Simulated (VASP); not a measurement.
A run of VASP 6.6.1 is set up as follows.

The input INCAR:

```
SYSTEM = AlNi
ALGO     = Normal         ! electronic algorithm
EDIFF    = 1E-6           ! SCF threshold, eV
ENCUT    = 520            ! plane-wave cutoff, eV
GGA      = PS             ! functional
ISIF     = 2              ! what is computed and relaxed
ISMEAR   = -1             ! smearing method
ISPIN    = 2              ! spin polarisation
LASPH    = .TRUE.         ! aspherical terms in the spheres
LCHARG   = .TRUE.         ! write CHGCAR
LDAU     = .TRUE.         ! DFT+U
LDAUJ    = 0 0          
LDAUL    = 2 -1           ! shell
LDAUPRINT= 1            
LDAUTYPE = 2            
LDAUU    = 6 0            ! U, eV
LELF     = .TRUE.         ! ELF
LMAXMIX  = 4              ! l up to which the mixer works
LORBIT   = 11             ! projections on sites
LREAL    = .FALSE.        ! projectors in reciprocal space
LVHAR    = .TRUE.       
LWAVE    = .FALSE.        ! write WAVECAR
MAGMOM   = 1 0            ! initial moments
NBANDS   = 18             ! bands
NELM     = 150            ! most SCF steps
PREC     = Accurate       ! precision mode
SIGMA    = 0.05           ! smearing width, eV
```

The input KPOINTS:

```
k-points
0
G
  9 9 9
  0 0 0
```

The input POSCAR:

```
AlNi
1.0
    2.8810000000      0.0000000000      0.0000000000
    0.0000000000      2.8810000000      0.0000000000
    0.0000000000      0.0000000000      2.8810000000
Ni Al
1 1
Direct
    0.5000000000      0.5000000000      0.5000000000
    0.0000000000      0.0000000000      0.0000000000
```

Potentials or basis: VASP PAW PBE potentials, release 64 (Ni, Al).

Run with:

```bash
$ cat potpaw_PBE.64/Ni/POTCAR potpaw_PBE.64/Al/POTCAR > POTCAR
$ mpirun -np 1 vasp_std > vasp.out
```

Question: What does it give for the net moment?

Answer: 0.00 μB per cell.

Question: Estimate the pressure.

Answer: -10.8 GPa.

Eigenvalues of the final occupation matrices:
```
    site  spin  trace               eigenvalues
site 1 d     1   4.42  0.88 0.88 0.89 0.89 0.89
site 1 d     2   4.42  0.88 0.88 0.89 0.89 0.89
```

Caveat: the PAW data sets were made with another functional, which shifts forces and pressure a little; the U is typed as a test and isn't derived for this compound. The state reached can hang on the start; a lower one may exist.
